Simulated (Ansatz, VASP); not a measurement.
**Re: VASP beside Ansatz**

The input INCAR:

```
PREC = Accurate
ENCUT = 520
EDIFF = 1E-6
ISMEAR = 0
SIGMA = 0.15
LREAL = F
LASPH = T
NELM = 60
ALGO = Normal
ISIF = 2
LWAVE = F
LCHARG = T
GGA = PS
LELF = T
LVHAR = T
NBANDS = 10
```

KPOINTS

```
regular mesh
0
Gamma
  20 20 20
```

The input POSCAR:

```
Re
1.0
    0.0000000000      1.9256250000      1.8762500000
    1.9256250000      0.0000000000      1.8762500000
    1.9256250000      1.9256250000      0.0000000000
Re
1
Direct
    0.0000000000      0.0000000000      0.0000000000
```

Input for Ansatz:

```yaml
crystal:
  lattice:
    - [0.0, 1.925625, 1.87625]
    - [1.925625, 0.0, 1.87625]
    - [1.925625, 1.925625, 0.0]
  atoms:
    - { symbol: Re, position: [0.0, 0.0, 0.0] }
basis:
  ecutwfc: 420
kpoints:
  mp_grid: { grid: [20, 20, 20] }
hamiltonian:
  xc: pbesol
scf:
  occupations: { method: gaussian, width: 0.15 }
output:
  forces: true
  stress: true
  eigenvalues: true
```

Change from the starting cell: strain -0.025 along x and y, -0.050 along z, atoms carried along.

Alike in both runs: task single point; functional PBEsol; k mesh 20 × 20 × 20; occupations gaussian, width 0.15 eV; no spin polarisation.

```csv
,VASP,Ansatz
version,VASP 6.6.1,Ansatz 0.2.0
potentials or method,"VASP PAW PBE potentials, release 64 (Re), cutoff 520 eV","scalar-relativistic, plane waves, PAW"
valence electrons in the cell,7,15
```

|  | VASP | Ansatz | Ansatz less VASP |
| --- | --- | --- | --- |
| gap on the k mesh at the Fermi level (eV) | none | none | - |
| pressure (GPa) | 21.5 | 21.0 | -0.54 |
| traceless stress, the component that is largest in VASP (GPa) | 5.78 | 5.81 | +0.033 |

VASP's potentials were made for PBE, not for PBEsol. A gap of «none» marks a metal or a gap that the smearing closes. VASP's potentials hold 7 valence electrons a cell and Ansatz's 15, so a difference there can come from the potentials and not from the codes.

Spin-orbit coupling is off throughout.
